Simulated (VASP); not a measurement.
# GaSb (I-4m2) in VASP: notebook, part 3 of 3

VASP 6.6.1.

### Step 6. Single point, PBE

This run uses another cell than the first one, of the same volume but with other edges.

INCAR

```
  PREC = Accurate
  ENCUT = 520
  EDIFF = 1E-6
  ISMEAR = 0
  SIGMA = 0.15
  LREAL = False
  LASPH = True
  NELM = 100
  ALGO = Normal
  ISIF = 2
  LWAVE = False
  LCHARG = False
  GGA = PE
  NBANDS = 16
```

KPOINTS

```
regular mesh
0
Gamma
  16 16 16
```

POSCAR

```
GaSb
1.0
    0.0000000000      2.8786292123      3.4543550548
    2.8786292123      0.0000000000      3.4543550548
    2.8786292123      2.8786292123      0.0000000000
Ga Sb
1 1
Direct
    0.0000000000      0.0000000000      0.0000000000
    0.7500000000      0.7500000000      0.7500000000
```

Potentials or basis: VASP PAW PBE potentials, release 64 (Ga_d, Sb).

Started as:

```bash
$ cat potpaw_PBE.64/Ga_d/POTCAR potpaw_PBE.64/Sb/POTCAR > POTCAR
$ mpirun -np 1 vasp_std > vasp.out
```

OUTCAR:

```text
PREC = Accurate
   ENCUT = 520
   EDIFF = 1E-6
   ISMEAR = 0
   LREAL = False
   LASPH = True
   NELM = 100
   ISIF = 2
   GGA = PE

 ion  position               nearest neighbor table
   1  0.000  0.000  0.000-   2 2.67   2 2.67   2 2.67   2 2.67
   2  0.750  0.750  0.750-   1 2.67   1 2.67   1 2.67   1 2.67

  LATTYP: Found a body centered tetragonal cell.
 ALAT       =     4.0709964731
 C/A-ratio  =     1.6970562749

  Lattice vectors:

 A1 = (  -2.8786292123,   0.0000000000,   3.4543550548)
 A2 = (   2.8786292123,   0.0000000000,   3.4543550548)
 A3 = (   0.0000000000,   2.8786292123,  -3.4543550548)

Analysis of symmetry for initial positions (statically):
=====================================================================
 Subroutine PRICEL returns:
 Original cell was already a primitive cell.

 Routine SETGRP: Setting up the symmetry group for a
 body centered tetragonal supercell.

 Subroutine GETGRP returns: Found  8 space group operations
 (whereof  8 operations were pure point group operations)
 out of a pool of 16 trial point group operations.

The static configuration has the point symmetry D_2d.

Analysis of symmetry for dynamics (positions and initial velocities):
=====================================================================
 Subroutine PRICEL returns:
 Original cell was already a primitive cell.

 Routine SETGRP: Setting up the symmetry group for a
 body centered tetragonal supercell.

 Subroutine GETGRP returns: Found  8 space group operations
 (whereof  8 operations were pure point group operations)
 out of a pool of 16 trial point group operations.

The dynamic configuration has the point symmetry D_2d.

 Subroutine INISYM returns: Found  8 space group operations
 (whereof  8 operations are pure point group operations),
 and found     1 'primitive' translations

----------------------------------------------------------------------------------------

                                     Primitive cell

  volume of cell :      57.2491

  direct lattice vectors                    reciprocal lattice vectors
     0.000000000  2.878629212  3.454355055    -0.173693784  0.173693784  0.144744820
     2.878629212  0.000000000  3.454355055     0.173693784 -0.173693784  0.144744820
     2.878629212  2.878629212  0.000000000     0.173693784  0.173693784 -0.144744820

  length of vectors
     4.496562575  4.496562575  4.070996473     0.285114230  0.285114230  0.285114230

  position of ions in fractional coordinates (direct lattice)
     0.000000000  0.000000000  0.000000000
     0.750000000  0.750000000  0.750000000

  ion indices of the primitive-cell ions
   primitive index   ion index
                 1           1
                 2           2

----------------------------------------------------------------------------------------

 KPOINTS: regular mesh

Automatic generation of k-mesh.
 Grid dimensions read from file:
 generate k-points for:   16   16   16

 Generating k-lattice:

  Cartesian coordinates                     Fractional coordinates (reciprocal lattice)
    -0.010855861  0.010855861  0.009046551     0.062500000 -0.000000000  0.000000000
     0.010855861 -0.010855861  0.009046551    -0.000000000  0.062500000  0.000000000
     0.010855861  0.010855861 -0.009046551     0.000000000  0.000000000  0.062500000

  Length of vectors
     0.017819639  0.017819639  0.017819639

  Shift w.r.t. Gamma in fractional coordinates (k-lattice)
     0.000000000  0.000000000  0.000000000

 Subroutine IBZKPT returns following result:
 ===========================================

 Found    349 irreducible k-points:

 Following reciprocal coordinates:
            Coordinates               Weight
  0.000000  0.000000  0.000000      1.000000
  0.062500 -0.000000  0.000000      8.000000
  0.125000 -0.000000  0.000000      8.000000
  0.187500  0.000000  0.000000      8.000000
  0.250000 -0.000000  0.000000      8.000000
  0.312500 -0.000000  0.000000      8.000000
[... 16 lines left out ...]
 -0.125000  0.062500  0.000000      8.000000
 -0.062500  0.062500  0.000000      4.000000
 [... further k-points ...]
   k-points           NKPTS =    349   k-points in BZ     NKDIM =    349   number of bands    NBANDS=     16
   number of dos      NEDOS =    301   number of ions     NIONS =      2
   total plane-waves  NPLWV =  38880
   dimension x,y,z NGX =    36 NGY =   36 NGZ =   30
   dimension x,y,z NGXF=    72 NGYF=   72 NGZF=   60
   ions per type =               1   1
   NGX,Y,Z   is equivalent  to a cutoff of  13.31, 13.31, 12.25 a.u.
   NGXF,Y,Z  is equivalent  to a cutoff of  26.62, 26.62, 24.50 a.u.
 SYSTEM =  unknown system
   PREC   = accura    normal or accurate (medium, high low for compatibility)
   ISTART =      0    job   : 0-new  1-cont  2-samecut
   ICHARG =      2    charge: 1-file 2-atom 10-const
   ISPIN  =      1    spin polarized calculation?
   LNONCOLLINEAR =      F non collinear calculations
   LSORBIT =      F    spin-orbit coupling
   LASPH  =      T    aspherical Exc in radial PAW
   ENCUT  =  520.0 eV  38.22 Ry    6.18 a.u.   8.36  8.36  7.57*2*pi/ulx,y,z
   NELM   =    100;   NELMIN=  2; NELMDL= -5     # of ELM steps
   EDIFF  = 0.1E-05   stopping-criterion for ELM
   LREAL  =      F    real-space projection
   EDIFFG = 0.1E-04   stopping-criterion for IOM
   NSW    =      0    number of steps for IOM
   IBRION =     -1    ionic relax: 0-MD 1-quasi-New 2-CG
   NFREE  =      0    steps in history (QN), initial steepest desc. (CG)
   ISIF   =      2    stress and relaxation
   ISYM   =      2    0-nonsym 1-usesym 2-fastsym
   POTIM  = 0.5000    time-step for ionic-motion
   TEBEG  =    0.0;   TEEND  =   0.0 temperature during run
   PSTRESS=    0.0 pullay stress
   NELECT =      18.0000    total number of electrons
   NUPDOWN=      -1.0000    fix difference up-down
   EMIN   =  10.00;   EMAX   =-10.00  energy-range for DOS
   EFERMI =   0.00;   METHOD = LEGACY
   ISMEAR =     0;   SIGMA  =   0.15  broadening in eV -4-tet -1-fermi 0-gaus
   EFERMI_NEDOS =   21; number of points for ismear=-14 and -15
   IALGO  =     38    algorithm
   IMIX   =      4    mixing-type and parameters
     AMIX     =   0.40;   BMIX     =  1.00
     AMIX_MAG =   1.60;   BMIX_MAG =  1.00
  volume/ion in A,a.u.               =      28.62       193.17
  Fermi-wavevector in a.u.,A,eV,Ry     =   1.113208  2.103657 16.860766  1.239231
  Thomas-Fermi vector in A             =   2.249790
   LORBIT       =      0    0 simple, 1 ext, 2 COOP (PROOUT), +10 PAW based schemes
   GGA     = PE    functional components
   LHFCALC =     F    Hartree Fock is set to
   AEXX    =    0.0000 exact exchange contribution
   IVDW    =     0    specifies the selected vdW correction
   LEPSILON=     F    determine dielectric tensor
   LRPA    =     F    only Hartree local field effects (RPA)
 non-spin polarized calculation
 Gauss-broadening in eV      SIGMA  =   0.15
  energy-cutoff  :      520.00
  volume of cell :       57.25
 maximum number of plane-waves:      1569
 NGX is ok and might be reduce to    36

 number of electron      17.9999996 magnetization

 Free energy of the ion-electron system (eV)
  ---------------------------------------------------
  ext. energy  EPLUGINS =         0.00000000
  ---------------------------------------------------
  free energy    TOTEN  =        -7.15273528 eV

  energy without entropy =       -7.15066744  energy(sigma->0) =       -7.15170136

 E-fermi :   5.1492     XC(G=0):  -9.1261

 val. band max:        5.1263537743   @ k =   0.1250  -0.0000   0.0000
 cond. band min:       5.1739387484   @ k =   0.3125  -0.0000   0.0000
 fundamental gap:      0.0475849741
 Fermi energy:         5.1492011685

 k-point     1 :       0.0000    0.0000    0.0000
  band No.  band energies     occupation
      1     -10.1741      2.00000
      2     -10.1500      2.00000
      3     -10.1500      2.00000
      4     -10.1210      2.00000
      5     -10.1086      2.00000
      6      -6.5498      2.00000
[... 8 lines left out ...]
     15      11.7380      0.00000
     16      12.5560      0.00000
[... 419 lines left out ...]
 k-point    24 :      -0.0625    0.0625    0.0000
  band No.  band energies     occupation
      1     -10.1715      2.00000
      2     -10.1542      2.00000
      3     -10.1492      2.00000
      4     -10.1218      2.00000
      5     -10.1079      2.00000
      6      -6.4314      2.00000
[... 8 lines left out ...]
     15      12.0464      0.00000
     16      13.0430      0.00000

 [... further k-points ...]

------------------------ aborting loop because EDIFF is reached ----------------------------------------

  FORCE on cell =-STRESS in cart. coord.  units (eV):
  Direction    XX          YY          ZZ          XY          YZ          ZX
  --------------------------------------------------------------------------------------
  -------------------------------------------------------------------------------------
  Total        1.9720388      1.9720388     -1.4632729      0.0000000      0.0000000      0.0000000
  in kB       55.1896475     55.1896475    -40.9512816      0.0000000      0.0000000      0.0000000
  external PRESSURE =      23.1426711 kB  Pullay stress =       0.0000000 kB

 VOLUME and BASIS-vectors are now :
 -----------------------------------------------------------------------------
  energy-cutoff  :      520.00
  volume of cell :       57.25
      direct lattice vectors                 reciprocal lattice vectors
     0.000000000  2.878629212  3.454355055    -0.173693784  0.173693784  0.144744820
     2.878629212  0.000000000  3.454355055     0.173693784 -0.173693784  0.144744820
     2.878629212  2.878629212  0.000000000     0.173693784  0.173693784 -0.144744820

 POSITION                                       TOTAL-FORCE (eV/Angst)
 -----------------------------------------------------------------------------------
      0.00000      0.00000      0.00000         0.000000      0.000000      0.000000
      4.31794      4.31794      5.18153        -0.000000     -0.000000     -0.000000
 -----------------------------------------------------------------------------------
    total drift:                               -0.000001     -0.000001     -0.000007

  FREE ENERGIE OF THE ION-ELECTRON SYSTEM (eV)
  ---------------------------------------------------
  free  energy   TOTEN  =        -7.1527352849 eV

  energy  without entropy=       -7.1506674412  energy(sigma->0) =       -7.15170136
```

stdout:

```text
POSCAR found type information on POSCAR GaSb
 POSCAR found :  2 types and       2 ions
 scaLAPACK will be used
 LDA part: xc-table for (Slater+PW92), standard interpolation
 POSCAR, INCAR and KPOINTS ok, starting setup
 FFT: planning ... GRIDC
 FFT: planning ... GRID_SOFT
 FFT: planning ... GRID
 WAVECAR not read
 entering main loop
```

It took 1.7 min on 1 thread of Intel Xeon 6975P-C (Granite Rapids), shared host; peak memory 0.45 GiB.

Results:

* Free energy: -7.1527 eV
* Pressure: 2.3 GPa
* Band gap on the k mesh: zero (band 9 reaches 5.30 eV, above the bottom of band 10 at 4.84 eV)

Stress tensor (GPa, compression positive):
```
 5.52  0.00  0.00
 0.00  5.52  0.00
 0.00  0.00 -4.10
```

Caveat: spin-orbit coupling is left out, which moves the levels of the heavy elements.

### Step 7. Overview

| cell | gap on the mesh (eV) | pressure (GPa) |
| --- | --- | --- |
| a = 4.274, b = 4.274, c = 4.448 Å, angles 58.6, 58.6, 62.7°, 2 atoms | 0.20 | 2.3 |
| a = 4.205, b = 4.205, c = 4.856 Å, angles 54.7, 54.7, 70.5°, 2 atoms | none | 0.4 |
| a = 4.720, b = 4.720, c = 3.854 Å, angles 65.9, 65.9, 48.2°, 2 atoms | none | 2.1 |
| a = 4.238, b = 4.238, c = 4.567 Å, angles 57.4, 57.4, 65.2°, 2 atoms | none | 2.0 |
| a = 4.497, b = 4.497, c = 4.071 Å, angles 63.1, 63.1, 53.8°, 2 atoms | none | 2.3 |

Alike in all rows: task single point; level PBE; potentials or basis VASP PAW PBE potentials, release 64 (Ga_d, Sb); no spin polarisation; k mesh 16 × 16 × 16; cutoff (eV) 520; smearing gaussian 0.15 eV.

Caveats: spin-orbit coupling is left out, which moves the levels of the heavy elements.

Total energies depend on the potentials used, so only differences within one code and one set of settings carry meaning.
